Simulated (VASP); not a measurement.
# NaC3 (P6/mmm) in VASP: further runs

Runs on NaC3. Level: PBE. Tasks: single point, relaxation of cell and atoms.

Everything below comes from runs of VASP 6.6.1. Logs are shortened: lines on timing, memory, paths and dates and some standing lists are left out, and cuts for length are marked.

### Step 1. The cell of the first run

Symmetry: P6/mmm, No. 191, hexagonal system. The conventional cell has a = 4.254 Å, b = 4.254 Å, c = 3.333 Å, α = 90.00°, β = 90.00°, γ = 120.00°. Within 2.9 Å of Na (site symmetry -6m2) lie 12 C at 2.19 Å and 3 Na at 2.46 Å. Within 1.9 Å of C (site symmetry m2m) lie 3 C at 1.42 Å.

### Step 2. Single point, PBE

INCAR

```
SYSTEM = NaC3
ALGO     = Normal         ! electronic algorithm
EDIFF    = 1E-6           ! SCF threshold, eV
ENCUT    = 520            ! plane-wave cutoff, eV
GGA      = PE             ! functional
ISIF     = 2              ! what is computed and relaxed
ISMEAR   = 0              ! smearing method
LASPH    = .TRUE.         ! aspherical terms in the spheres
LCHARG   = .FALSE.        ! write CHGCAR
LREAL    = .FALSE.        ! projectors in reciprocal space
LWAVE    = .FALSE.        ! write WAVECAR
NBANDS   = 29             ! bands
NELM     = 100            ! most SCF steps
PREC     = Accurate       ! precision mode
SIGMA    = 0.1            ! smearing width, eV
```

KPOINTS

```
k-points
0
G
  6 6 6
  0 0 0
```

POSCAR

```
NaC3
1.0
    4.2539479900      0.0000000000      0.0000000000
   -2.1269739900      3.6840270200      0.0000000000
    0.0000000000      0.0000000000      3.3326681100
Na C
2 6
Direct
    0.3333333300      0.6666666700      0.5000000000
    0.6666666700      0.3333333300      0.5000000000
    0.0000000000      0.6666666700      0.0000000000
    0.6666666700      0.0000000000      0.0000000000
    0.3333333300      0.3333333300      0.0000000000
    0.6666666700      0.6666666700      0.0000000000
    0.3333333300      0.0000000000      0.0000000000
    0.0000000000      0.3333333300      0.0000000000
```

Potentials or basis: VASP PAW PBE potentials, release 64 (Na_pv, C).

On the command line:

```
> cat potpaw_PBE.64/Na_pv/POTCAR potpaw_PBE.64/C/POTCAR > POTCAR
> mpirun -np 1 vasp_std > vasp.out
```

OUTCAR:

```text
SYSTEM = NaC3
   EDIFF = 1E-6
   ENCUT = 520
   GGA = PE
   ISIF = 2
   ISMEAR = 0
   LASPH = .TRUE.
   LREAL = .FALSE.
   NELM = 100
   PREC = Accurate

 ion  position               nearest neighbor table
   1  0.333  0.667  0.500-   7 2.19   7 2.19   3 2.19   3 2.19   8 2.19   8 2.19   4 2.19   4 2.19
                             5 2.19   5 2.19   6 2.19   6 2.19   2 2.46   2 2.46   2 2.46
   2  0.667  0.333  0.500-   4 2.19   4 2.19   8 2.19   8 2.19   3 2.19   3 2.19   7 2.19   7 2.19
                             6 2.19   6 2.19   5 2.19   5 2.19   1 2.46   1 2.46   1 2.46
   3  0.000  0.667  0.000-   7 1.42   6 1.42   8 1.42   1 2.19   1 2.19   2 2.19   2 2.19
   4  0.667  0.000  0.000-   6 1.42   8 1.42   7 1.42   2 2.19   2 2.19   1 2.19   1 2.19
   5  0.333  0.333  0.000-   7 1.42   8 1.42   6 1.42   1 2.19   1 2.19   2 2.19   2 2.19
   6  0.667  0.667  0.000-   4 1.42   3 1.42   5 1.42   2 2.19   2 2.19   1 2.19   1 2.19
   7  0.333  0.000  0.000-   5 1.42   3 1.42   4 1.42   1 2.19   1 2.19   2 2.19   2 2.19
   8  0.000  0.333  0.000-   4 1.42   5 1.42   3 1.42   2 2.19   2 2.19   1 2.19   1 2.19

  LATTYP: Found a hexagonal cell.
 ALAT       =     4.2539479900
 C/A-ratio  =     0.7834294443

  Lattice vectors:

 A1 = (   4.2539479900,   0.0000000000,   0.0000000000)
 A2 = (  -2.1269739900,   3.6840270200,   0.0000000000)
 A3 = (   0.0000000000,   0.0000000000,   3.3326681100)

Analysis of symmetry for initial positions (statically):
=====================================================================
 Subroutine PRICEL returns:
 Original cell was already a primitive cell.

 Routine SETGRP: Setting up the symmetry group for a
 hexagonal supercell.

 Subroutine GETGRP returns: Found 24 space group operations
 (whereof 24 operations were pure point group operations)
 out of a pool of 24 trial point group operations.

The static configuration has the point symmetry D_6h.

Analysis of symmetry for dynamics (positions and initial velocities):
=====================================================================
 Subroutine PRICEL returns:
 Original cell was already a primitive cell.

 Routine SETGRP: Setting up the symmetry group for a
 hexagonal supercell.

 Subroutine GETGRP returns: Found 24 space group operations
 (whereof 24 operations were pure point group operations)
 out of a pool of 24 trial point group operations.

The dynamic configuration has the point symmetry D_6h.

 Subroutine INISYM returns: Found 24 space group operations
 (whereof 24 operations are pure point group operations),
 and found     1 'primitive' translations

----------------------------------------------------------------------------------------

                                     Primitive cell

  volume of cell :      52.2284

  direct lattice vectors                    reciprocal lattice vectors
     4.253947990  0.000000000  0.000000000     0.235075747  0.135721046  0.000000000
    -2.126973990  3.684027020  0.000000000     0.000000000  0.271442092  0.000000000
     0.000000000  0.000000000  3.332668110     0.000000000  0.000000000  0.300059882

  length of vectors
     4.253947990  4.253947983  3.332668110     0.271442091  0.271442092  0.300059882

  position of ions in fractional coordinates (direct lattice)
     0.333333330  0.666666670  0.500000000
     0.666666670  0.333333330  0.500000000
     1.000000000  0.666666670  0.000000000
     0.666666670  0.000000000  0.000000000
     0.333333330  0.333333330  0.000000000
     0.666666670  0.666666670  0.000000000
     0.333333330  0.000000000  0.000000000
     1.000000000  0.333333330  0.000000000

  ion indices of the primitive-cell ions
   primitive index   ion index
                 1           1
                 2           2
                 3           3
                 4           4
                 5           5
                 6           6
                 7           7
                 8           8

----------------------------------------------------------------------------------------

 KPOINTS: k-points

Automatic generation of k-mesh.
 Grid dimensions read from file:
 generate k-points for:    6    6    6

 Generating k-lattice:

  Cartesian coordinates                     Fractional coordinates (reciprocal lattice)
     0.039179291  0.022620174  0.000000000     0.166666667 -0.000000000  0.000000000
     0.000000000  0.045240349  0.000000000     0.000000000  0.166666667  0.000000000
     0.000000000  0.000000000  0.050009980     0.000000000  0.000000000  0.166666667

  Length of vectors
     0.045240349  0.045240349  0.050009980

  Shift w.r.t. Gamma in fractional coordinates (k-lattice)
     0.000000000  0.000000000  0.000000000

 Subroutine IBZKPT returns following result:
 ===========================================

 Found     28 irreducible k-points:

 Following reciprocal coordinates:
            Coordinates               Weight
  0.000000  0.000000  0.000000      1.000000
[... 40 lines left out ...]
   EMIN   =  10.00;   EMAX   =-10.00  energy-range for DOS
   EFERMI =   0.00;   METHOD = LEGACY
   ISMEAR =     0;   SIGMA  =   0.10  broadening in eV -4-tet -1-fermi 0-gaus
   EFERMI_NEDOS =   21; number of points for ismear=-14 and -15
   IALGO  =     38    algorithm
   IMIX   =      4    mixing-type and parameters
     AMIX     =   0.40;   BMIX     =  1.00
     AMIX_MAG =   1.60;   BMIX_MAG =  1.00
  volume/ion in A,a.u.               =       6.53        44.06
  Fermi-wavevector in a.u.,A,eV,Ry     =   1.472427  2.782483 29.497980  2.168040
  Thomas-Fermi vector in A             =   2.587443
   LORBIT       =      0    0 simple, 1 ext, 2 COOP (PROOUT), +10 PAW based schemes
   GGA     = PE    functional components
   LHFCALC =     F    Hartree Fock is set to
   AEXX    =    0.0000 exact exchange contribution
   IVDW    =     0    specifies the selected vdW correction
   LEPSILON=     F    determine dielectric tensor
   LRPA    =     F    only Hartree local field effects (RPA)
 non-spin polarized calculation
 Gauss-broadening in eV      SIGMA  =   0.10
  energy-cutoff  :      520.00
  volume of cell :       52.23
 maximum number of plane-waves:      1440
 NGX is ok and might be reduce to    32
   NGX = 15   NGY = 15   NGZ = 13

 number of electron      37.9999986 magnetization

 Free energy of the ion-electron system (eV)
  ---------------------------------------------------
  ext. energy  EPLUGINS =         0.00000000
  ---------------------------------------------------
  free energy    TOTEN  =       -51.02429436 eV

  energy without entropy =      -51.02107301  energy(sigma->0) =      -51.02268368

 E-fermi :  10.2023     XC(G=0): -12.4296

 val. band max:       10.1531006807   @ k =   0.3333   0.0000   0.0000
 cond. band min:      10.3634768599   @ k =   0.1667   0.1667   0.1667
 fundamental gap:      0.2103761792
 Fermi energy:        10.2023243526

 k-point     1 :       0.0000    0.0000    0.0000
  band No.  band energies     occupation
      1     -15.7263      2.00000
      2     -15.7263      2.00000
      3     -15.6420      2.00000
      4     -15.3388      2.00000
      5     -15.1458      2.00000
      6     -15.1458      2.00000
[... 21 lines left out ...]
     28      19.7496      0.00000
     29      20.2229      0.00000

 k-point     2 :       0.1667    0.0000    0.0000
  band No.  band energies     occupation
      1     -15.7508      2.00000
      2     -15.7131      2.00000
      3     -15.6230      2.00000
      4     -15.3558      2.00000
      5     -15.1896      2.00000
      6     -15.1234      2.00000
[... 21 lines left out ...]
     28      19.0828      0.00000
     29      20.6019      0.00000

 k-point     3 :       0.3333    0.0000    0.0000
  band No.  band energies     occupation
      1     -15.7953      2.00000
      2     -15.6898      2.00000
      3     -15.5746      2.00000
      4     -15.4001      2.00000
      5     -15.2660      2.00000
      6     -15.0832      2.00000
[... 638 lines left out ...]
      5     -15.1382      2.00000
      6     -15.0917      2.00000
[... 21 lines left out ...]
     28      21.3662      0.00000
     29      21.6533      0.00000

 k-point    24 :       0.3333    0.0000    0.5000
  band No.  band energies     occupation
      1     -16.1552      2.00000
      2     -15.7034      2.00000
      3     -15.6991      2.00000
      4     -15.5825      2.00000
      5     -15.1990      2.00000
      6     -15.0573      2.00000
[... 21 lines left out ...]
     28      21.4288      0.00000
     29      22.8472      0.00000

 [... further k-points ...]

------------------------ aborting loop because EDIFF is reached ----------------------------------------

  FORCE on cell =-STRESS in cart. coord.  units (eV):
  Direction    XX          YY          ZZ          XY          YZ          ZX
  --------------------------------------------------------------------------------------
  -------------------------------------------------------------------------------------
  Total       22.8807790     22.8807789     33.4514620      0.0000000     -0.0000000     -0.0000000
  in kB      701.8985408    701.8985386   1026.1684023      0.0000010     -0.0000000     -0.0000000
  external PRESSURE =     809.9884939 kB  Pullay stress =       0.0000000 kB

 VOLUME and BASIS-vectors are now :
 -----------------------------------------------------------------------------
  energy-cutoff  :      520.00
  volume of cell :       52.23
      direct lattice vectors                 reciprocal lattice vectors
     4.253947990  0.000000000  0.000000000     0.235075747  0.135721046  0.000000000
    -2.126973990  3.684027020  0.000000000     0.000000000  0.271442092  0.000000000
     0.000000000  0.000000000  3.332668110     0.000000000  0.000000000  0.300059882

 POSITION                                       TOTAL-FORCE (eV/Angst)
 -----------------------------------------------------------------------------------
     -0.00000      2.45602      1.66633        -0.000000      0.000000     -0.000000
      2.12697      1.22801      1.66633         0.000000     -0.000000      0.000000
     -1.41798      2.45602      0.00000        -0.498039      0.862630     -0.000000
      2.83597      0.00000      0.00000         0.996079      0.000000     -0.000000
      0.70899      1.22801      0.00000        -0.498039     -0.862630     -0.000000
      1.41798      2.45602      0.00000         0.498039      0.862630     -0.000000
      1.41798      0.00000      0.00000        -0.996079     -0.000000     -0.000000
     -0.70899      1.22801      0.00000         0.498039     -0.862630     -0.000000
 -----------------------------------------------------------------------------------
    total drift:                               -0.000000      0.000000      0.000000

  FREE ENERGIE OF THE ION-ELECTRON SYSTEM (eV)
  ---------------------------------------------------
  free  energy   TOTEN  =       -51.0242943560 eV

  energy  without entropy=      -51.0210730055  energy(sigma->0) =      -51.02268368
```

Run time: 49 s. Hardware: 1 thread of Intel Xeon 8259CL, shared host; peak memory 0.18 GiB.

Results:

```
Free energy            : -51.0243 eV
Pressure               : 81.0 GPa
Largest force          : 0.996 eV/Å
Band gap on the k mesh : zero (bands 19 and 20 overlap by 6.01 eV)
```

Forces on the atoms (eV/Å):
```
Na   0.000  0.000  0.000
Na   0.000  0.000  0.000
C   -0.498  0.863  0.000
C    0.996  0.000  0.000
C   -0.498 -0.863  0.000
C    0.498  0.863  0.000
C   -0.996  0.000  0.000
C    0.498 -0.863  0.000
```

Caveat: the cell stands under pressure.

### Step 3. Single point, PBE

This run uses another cell than the first one, of 10.28 Å³/atom.

INCAR

```
ALGO     = Normal         # electronic algorithm
EDIFF    = 1E-6           # SCF threshold, eV
ENCUT    = 520            # plane-wave cutoff, eV
GGA      = PE             # functional
ISIF     = 2              # what is computed and relaxed
ISMEAR   = 0              # smearing method
LASPH    = True           # aspherical terms in the spheres
LCHARG   = False          # write CHGCAR
LREAL    = False          # projectors in reciprocal space
LWAVE    = False          # write WAVECAR
NBANDS   = 29             # bands
NELM     = 100            # most SCF steps
PREC     = Accurate       # precision mode
SIGMA    = 0.1            # smearing width, eV
```

KPOINTS

```
k-points
0
Gamma
  6 6 6
```

POSCAR

```
NaC3
1.0
    4.3757327296     -0.0000000030      0.0000000000
   -2.1878663622      3.7894957055      0.0000000000
    0.0000000000      0.0000000000      4.9604847988
Na C
2 6
Direct
    0.3333333333      0.6666666667      0.5000000000
    0.6666666667      0.3333333333      0.5000000000
    0.0000000000      0.6669045618      0.0000000000
    0.6669045618      0.0000000000      0.0000000000
    0.3330954382      0.3330954382      0.0000000000
    0.6669045618      0.6669045618      0.0000000000
    0.3330954382      0.0000000000      0.0000000000
    0.0000000000      0.3330954382      0.0000000000
```

Potentials or basis: VASP PAW PBE potentials, release 64 (Na_pv, C).

On the command line:

```
> cat potpaw_PBE.64/Na_pv/POTCAR potpaw_PBE.64/C/POTCAR > POTCAR
> mpirun -np 1 vasp_std > vasp.out
```

Wall time 96 s (1 thread of Intel Xeon 8259CL, shared host); peak memory 0.23 GiB.

Results (log left out):

- Free energy: -56.0229 eV
- Pressure: 0.3 GPa
- Largest force: 0.018 eV/Å
- Band gap on the k mesh: zero (bands 19 and 20 overlap by 3.96 eV)

Forces in eV/Å, atoms in the order of the input:
```
Na   0.000  0.000  0.000
Na   0.000  0.000  0.000
C    0.009 -0.016  0.000
C   -0.018  0.000  0.000
C    0.009  0.016  0.000
C   -0.009 -0.016  0.000
C    0.018  0.000  0.000
C   -0.009  0.016  0.000
```

Stress tensor (GPa, compression positive):
```
 0.52  0.00  0.00
 0.00  0.52  0.00
 0.00  0.00 -0.05
```

Levels at points of the mesh, in eV from the Fermi level:
```
           k point  band 15  band 16  band 17  band 18  band 19  band 20  band 21  band 22  band 23  band 24
(0.00, 0.00, 0.00)    -4.19    -4.19    -2.18    -1.84    -1.84    -1.61    -1.61     6.28     6.28     6.48
(0.50, 0.00, 0.00)    -7.34    -6.81    -6.75    -3.99    -0.11     0.18     0.63     4.39     4.41     4.56
(0.00, 0.00, 0.50)    -4.19    -4.19    -1.94    -1.94    -1.80    -1.80     0.11     3.72     6.60     6.60
(0.50, 0.00, 0.50)    -7.34    -7.19    -7.05    -4.11    -0.57     2.23     2.93     4.21     4.32     5.28
```

### Step 4. Relaxation of cell and atoms, PBE

INCAR

```
  PREC = Accurate
  ENCUT = 600
  EDIFF = 1E-6
  ISMEAR = 0
  SIGMA = 0.1
  LREAL = False
  LASPH = True
  NELM = 60
  ALGO = Normal
  ISIF = 3
  LWAVE = False
  LCHARG = False
  GGA = PE
  IBRION = 2
  NSW = 90
  EDIFFG = -0.04
```

KPOINTS

```
Automatic mesh
0
Gamma
  6 6 6
```

POSCAR

```
NaC3
1.0
    4.2539479900      0.0000000000      0.0000000000
   -2.1269739900      3.6840270200      0.0000000000
    0.0000000000      0.0000000000      3.3326681100
Na C
2 6
Direct
    0.3333333300      0.6666666700      0.5000000000
    0.6666666700      0.3333333300      0.5000000000
    0.0000000000      0.6666666700      0.0000000000
    0.6666666700      0.0000000000      0.0000000000
    0.3333333300      0.3333333300      0.0000000000
    0.6666666700      0.6666666700      0.0000000000
    0.3333333300      0.0000000000      0.0000000000
    0.0000000000      0.3333333300      0.0000000000
```

On the command line:

```
> cat potpaw_PBE.64/Na_pv/POTCAR potpaw_PBE.64/C/POTCAR > POTCAR
> mpirun -np 1 vasp_std > vasp.out
```

It took 9.4 min on 1 thread of Intel Xeon 8259CL, shared host; peak memory 0.2 GiB.

Results (log left out):

- Free energy: -55.7607 eV
- Relaxed volume: 9.49 Å³/atom
- Relaxed cell: a = 4.396 Å, b = 4.396 Å, c = 4.537 Å, α = 90.00°, β = 90.00°, γ = 120.00°
- Space group after relaxing (to 0.1 Å): P6/mmm (No. 191)
- Energy gained by relaxing: 589.9 meV/atom
- Ionic steps: 14
- Pressure after relaxing: 0.3 GPa
- Band gap on the k mesh: zero (bands 19 and 20 overlap by 4.19 eV)

Stress tensor (GPa, compression positive):
```
0.23 0.00 0.00
0.00 0.23 0.00
0.00 0.00 0.41
```

The path:
| step | energy change (eV) | largest force (eV/Å) | pressure (GPa) | volume (Å³) |
| --- | --- | --- | --- | --- |
| 1 | 0.0000 | 0.9957 | 80.51 | 52.23 |
| 2 | -1.9681 | 0.9428 | -28.66 | 81.08 |
| 3 | -3.2462 | 1.0142 | -2.68 | 67.41 |
| 4 | -4.4537 | 0.6429 | 0.71 | 70.47 |
| 5 | -4.4947 | 1.5489 | 3.29 | 71.33 |
| 6 | -4.4471 | 2.4696 | 4.16 | 74.83 |
| 7 | -4.6702 | 0.3873 | 2.63 | 72.99 |
| 8 | -4.7098 | 0.1839 | -0.62 | 75.25 |
| 9 | -4.7109 | 0.0412 | -2.46 | 76.71 |
| 10 | -4.7126 | 0.0959 | -1.80 | 76.15 |
| 11 | -4.7148 | 0.3030 | 1.13 | 75.87 |
| 12 | -4.7183 | 0.1201 | -0.19 | 75.99 |
| 13 | -4.7175 | 0.1695 | 0.96 | 75.83 |
| 14 | -4.7192 | 0.0001 | 0.29 | 75.93 |

Final structure:
```
Na C
1.0
     4.39582    0.00000    0.00000
    -2.19791    3.80689    0.00000
     0.00000    0.00000    4.53719
Na C
2 6
Direct
  0.33333 0.66667 0.50000
  0.66667 0.33333 0.50000
  0.00000 0.66691 0.00000
  0.66691 0.00000 0.00000
  0.33309 0.33309 0.00000
  0.66691 0.66691 0.00000
  0.33309 0.00000 0.00000
  0.00000 0.33309 0.00000
```

Levels at points of the mesh, in eV from the Fermi level:
| k point | band 16 | band 17 | band 18 | band 19 | band 20 | band 21 | band 22 | band 23 |
| --- | --- | --- | --- | --- | --- | --- | --- | --- |
| (0.00, 0.00, 0.00) | -4.53 | -2.28 | -2.28 | -1.96 | -1.96 | -1.72 | 6.14 | 6.14 |
| (0.50, 0.00, 0.00) | -7.04 | -7.01 | -4.37 | -0.40 | 0.54 | 1.07 | 3.94 | 3.97 |
| (0.00, 0.00, 0.50) | -4.53 | -2.44 | -2.44 | -2.30 | -2.30 | 1.23 | 5.35 | 6.13 |
| (0.50, 0.00, 0.50) | -7.63 | -7.49 | -4.57 | -1.08 | 3.25 | 3.62 | 3.79 | 4.06 |

Caveat: the volume moved by over 15 % at a fixed basis, so the end points are rough.

### Step 5. Overview

| task | cell | cutoff (eV) | gap on the mesh (eV) | pressure (GPa) | largest force (eV/Å) |
| --- | --- | --- | --- | --- | --- |
| single point | a = 4.254, b = 4.254, c = 3.333 Å, angles 90.0, 90.0, 120.0°, 8 atoms | 520 | none | 81.0 | 1.00 |
| single point | a = 4.376, b = 4.376, c = 4.960 Å, angles 90.0, 90.0, 120.0°, 8 atoms | 520 | none | 0.3 | 0.02 |
| relaxation of cell and atoms | relaxed from a = 4.254, b = 4.254, c = 3.333 Å, angles 90.0, 90.0, 120.0°, 8 atoms | 600 | none | 0.3 | - |

Alike in all rows: level PBE; potentials or basis VASP PAW PBE potentials, release 64 (Na_pv, C); no spin polarisation; k mesh 6 × 6 × 6; smearing gaussian 0.1 eV.

Caveats: the cell stands under pressure (at least some runs); the volume moved by over 15 % at a fixed basis, so the end points are rough (at least some runs).

Total energies depend on the potentials used, so only differences within one code and one set of settings carry meaning.
